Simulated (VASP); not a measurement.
A run of VASP 6.6.1 is set up as follows.

POSCAR

```
Cd
1.0
    2.9905969317      0.0000000000      0.0000000000
   -1.4952984659      2.5899329154      0.0000000000
    0.0000000000      0.0000000000      5.6187244385
Cd
2
Direct
    0.3333333333      0.6666666667      0.7500000000
    0.6666666667      0.3333333333      0.2500000000
```

Contents of INCAR.step1:

```
SYSTEM = Cd
PREC = Accurate
ENCUT = 520
ISMEAR = 0
SIGMA = 0.05
LREAL = .False.
LASPH = .True.
NELM = 80
NBANDS = 19
GGA = PE
ALGO = Normal
EDIFF = 1E-4
LWAVE = .True.
LCHARG = .False.
```

The input INCAR.step2:

```
SYSTEM = Cd
PREC = Accurate
ENCUT = 520
EDIFF = 1E-6
ISMEAR = 0
SIGMA = 0.05
LREAL = .False.
LASPH = .True.
NELM = 80
ALGO = Normal
ISIF = 2
LWAVE = .False.
LCHARG = .False.
METAGGA = R2SCAN
LMIXTAU = .True.
NBANDS = 19
ISTART = 1
```

KPOINTS

```
regular mesh
0
Gamma
  16 16 8
  0 0 0
```

Potentials or basis: VASP PAW PBE potentials, release 64 (Cd).

Run with:

```bash
$ cat potpaw_PBE.64/Cd/POTCAR > POTCAR
$ cp INCAR.step1 INCAR
$ mpirun -np 1 vasp_std > vasp.out
$ cp INCAR.step2 INCAR
$ mpirun -np 1 vasp_std > vasp.out
```

Predict the band gap on the k mesh.

zero (bands 12 and 13 overlap by 4.00 eV).

Predict the pressure.

0.3 GPa.

Stress tensor (GPa, compression positive):
```
0.38 0.00 0.00
0.00 0.38 0.00
0.00 0.00 0.11
```

Caveat: the PAW data sets were made with another functional, which shifts forces and pressure a little.
